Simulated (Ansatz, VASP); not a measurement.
**Two plane-wave programs on CsZn2**

```
Cs Zn
1.0
     5.13229    0.00000    0.00000
    -2.56614    4.44469    0.00000
     0.00000    0.00000    3.26255
Cs Zn
1 2
Direct
  0.00000 0.00000 0.00000
  0.33333 0.66667 0.50000
  0.66667 0.33333 0.50000
```

Alike in both runs: task single point; functional PBE; k mesh 6 × 6 × 6; occupations gaussian, width 0.1 eV; no spin polarisation.

```csv
,VASP,Ansatz
version,VASP 6.6.1,Ansatz 0.2.0
potentials or method,"VASP PAW PBE potentials, release 64 (Cs_sv, Zn), cutoff 520 eV","scalar-relativistic, plane waves, PAW"
valence electrons in the cell,33,33
```

```csv
,VASP,Ansatz,Ansatz less VASP
gap on the k mesh at the Fermi level (eV),none,none,-
pressure (GPa),6.6,6.5,-0.19
"traceless stress, the component that is largest in VASP (GPa)",1.03,0.99,-0.040
```

A gap of «none» marks a metal or a gap that the smearing closes. The functional is the same, so the differences come from potentials, cutoffs and numerics.

Spin-orbit coupling is off throughout.
